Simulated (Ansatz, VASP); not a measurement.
# One calculation of NaI, two programs

```xyz
2
Lattice="0.0000 3.2296 3.2296 3.2296 0.0000 3.2296 3.2296 3.2296 0.0000" Properties=species:S:1:pos:R:3 pbc="T T T"
Na    0.0000    0.0000    0.0000
I     3.2296    3.2296    3.2296
```

Alike in both runs: task single point; functional HSE06; k mesh 4 × 4 × 4; no spin polarisation.

```csv
,VASP,Ansatz
version,VASP 6.6.1,Ansatz 0.2.0
potentials or method,"VASP PAW PBE potentials, release 64 (Na_pv, I)","plane waves, PAW"
plane-wave cutoff (eV),520,420
occupations,"gaussian, width 0.01 eV",fixed
valence electrons in the cell,14,26
```

Ansatz gave:

| Item | Value |
| --- | --- |
| gap on the k mesh at the Fermi level (eV) | 4.69 |
| pressure (GPa) | 0.3 |

Q: What did VASP give for the same quantities?

A: gap on the k mesh at the Fermi level (eV): 4.67; pressure (GPa): 0.3.

VASP's potentials hold 14 valence electrons a cell and Ansatz's 26, so a difference there can come from the potentials and not from the codes. Ansatz's warnings: stress exchange threshold loose, stress scf threshold loose.

The k mesh is coarse, so the values compare programs but aren't converged. Neither program's run includes spin-orbit coupling.
